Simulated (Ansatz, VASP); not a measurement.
## Hf: VASP beside Ansatz

```xyz
1
Lattice="0.0000 2.4114 1.6390 2.4114 0.0000 1.6390 2.4114 2.4114 0.0000" Properties=species:S:1:pos:R:3 pbc="T T T"
Hf    0.0000    0.0000    0.0000
```

Alike in both runs: task single point; functional LDA; k mesh 20 × 20 × 20; occupations gaussian, width 0.15 eV; no spin polarisation.

```csv
,VASP,Ansatz
version,VASP 6.6.1,Ansatz 0.2.0
potentials or method,"VASP PAW LDA potentials, release 64 (Hf_pv), cutoff 520 eV","scalar-relativistic, plane waves, PAW"
valence electrons in the cell,10,26
```

|  | VASP | Ansatz | Ansatz less VASP |
| --- | --- | --- | --- |
| gap on the k mesh at the Fermi level (eV) | none | none | - |
| pressure (GPa) | 9.0 | 8.7 | -0.23 |
| traceless stress, the component that is largest in VASP (GPa) | -0.70 | -0.67 | +0.025 |

LDA's correlation is that of Perdew and Zunger in VASP and of Perdew and Wang (1992) in Ansatz. A gap of «none» marks a metal or a gap that the smearing closes. VASP's potentials hold 10 valence electrons a cell and Ansatz's 26, so a difference there can come from the potentials and not from the codes.

Neither program's run includes spin-orbit coupling.
